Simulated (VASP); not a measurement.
A run of VASP 6.6.1:

The input INCAR:

```
  PREC = Accurate
  ENCUT = 600
  EDIFF = 1E-6
  ISMEAR = 0
  SIGMA = 0.1
  LREAL = F
  LASPH = T
  NELM = 100
  ALGO = Normal
  ISIF = 3
  LWAVE = F
  LCHARG = F
  GGA = PE
  IBRION = 2
  NSW = 90
  EDIFFG = -0.04
```

Contents of KPOINTS:

```
regular mesh
0
Gamma
  6 6 4
```

File POSCAR:

```
Os
1.0
    3.0247701213      0.0000000000      0.0000000000
    0.9782158583      2.5815901818      0.0000000000
   -0.0322888988     -0.3575726475      3.7429448131
Os
2
Direct
    0.7444884256      0.7021578877      0.9176712294
    0.8292135578      0.2902655302      0.3167208857
```

Potentials or basis: VASP PAW PBE potentials, release 64 (Os).

Command:

```console
$ cat potpaw_PBE.64/Os/POTCAR > POTCAR
$ mpirun -np 1 vasp_std > vasp.out
```

Hardware: 1 thread of Intel(R) Xeon(R) Platinum 8488C (Sapphire Rapids), on a shared host.

Problem. How long does it take, and how much memory?

Solution. It took 6.4 min on 1 thread of Intel(R) Xeon(R) Platinum 8488C (Sapphire Rapids) (shared host), peak memory 0.18 GiB. Counts: scf iterations 203, k points 76, ion steps 28.
